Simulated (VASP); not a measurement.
A run of VASP 6.6.1:

Contents of INCAR:

```
SYSTEM = WSe2
PREC = Accurate
ENCUT = 520
EDIFF = 1E-7
ISMEAR = 0
SIGMA = 0.05
LREAL = .False.
LASPH = .True.
NELM = 60
ALGO = Normal
ISIF = 2
LWAVE = .False.
LCHARG = .False.
GGA = PE
IVDW = 12
NBANDS = 35
```

The input KPOINTS:

```
Automatic mesh
0
Gamma
  12 12 2
  0 0 0
```

The input POSCAR:

```
WSe2
1.0
    3.2793714681      0.0006431911      0.0000000000
   -1.6391287142      2.8388467623      0.0000000000
    0.0000000000      0.0000000000     12.7819849257
W Se
2 4
Direct
    0.3326808846      0.6663452807      0.2500000000
    0.6673191154      0.3336547193      0.7500000000
    0.3338075754      0.6668774563      0.6182266752
    0.6661924246      0.3331225437      0.1182266752
    0.3338075754      0.6668774563      0.8817733248
    0.6661924246      0.3331225437      0.3817733248
```

Potentials or basis: VASP PAW PBE potentials, release 64 (W_sv, Se).

Run with:

```bash
$ cat potpaw_PBE.64/W_sv/POTCAR potpaw_PBE.64/Se/POTCAR > POTCAR
$ mpirun -np 1 vasp_std > vasp.out
```

Hardware: 1 thread of Intel(R) Xeon(R) Platinum 8259CL CPU @ 2.50GHz (Skylake/Cascade Lake) (shared host).

Problem. Estimate the wall time of this run.

Solution. Wall time 6.6 min on 1 thread of Intel(R) Xeon(R) Platinum 8259CL CPU @ 2.50GHz (Skylake/Cascade Lake), on a shared host, peak memory 0.59 GiB. Counts: scf iterations 15, k points 148.
